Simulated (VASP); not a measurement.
Wanted: the native input for a VASP 6.6.1 run.

```
Task                   : single point
Functional             : PBE
Potentials or basis    : VASP PAW PBE potentials, release 64 (Ba_sv, Zr_sv, O)
Cutoff                 : 600 eV
k mesh                 : 6 × 6 × 6
Occupations            : gaussian, width 0.02 eV
Spin                   : no spin polarisation
Dipole correction      : no
Further INCAR settings : ALGO = Normal; EDIFF = 1e-06; NBANDS = 28
```

The structure of BaZrO3 lies in POSCAR:

```
BaZrO3
1.0
    4.0366052927      0.0000000000      0.0000000000
    0.0000000000      4.0366052927      0.0000000000
    0.0000000000      0.0000000000      4.0366052927
Ba Zr O
1 1 3
Direct
    0.0000000000      0.0000000000      0.0000000000
    0.5000000000      0.5000000000      0.5000000000
    0.5000000000      0.0000000000      0.5000000000
    0.5000000000      0.5000000000      0.0000000000
    0.0000000000      0.5000000000      0.5000000000
```

The input as run:

INCAR

```
ALGO = Normal ; EDIFF = 1E-6
ENCUT = 600 ; GGA = PE
GGA_COMPAT = F ; ISIF = 2
ISMEAR = 0 ; LASPH = T
LCHARG = F ; LREAL = F
LWAVE = F ; NBANDS = 28
NELM = 120 ; PREC = Accurate
SIGMA = 0.02
```

KPOINTS

```
k-points
0
Gamma
  6 6 6
```

Potentials or basis: VASP PAW PBE potentials, release 64 (Ba_sv, Zr_sv, O).

Run with:

```console
$ cat potpaw_PBE.64/Ba_sv/POTCAR potpaw_PBE.64/Zr_sv/POTCAR potpaw_PBE.64/O/POTCAR > POTCAR
$ mpirun -np 1 vasp_std > vasp.out
```

It gave:

| Quantity | Value |
| --- | --- |
| Pressure | 29.6 GPa |
| Band gap on the k mesh | 3.42 eV, indirect (least direct gap 3.46 eV) |

Caveat: spin-orbit coupling is left out, which moves the levels of the heavy elements.

It took 48 s on 1 thread of Intel Xeon 8259CL, with other jobs on the host, peak memory 0.2 GiB.
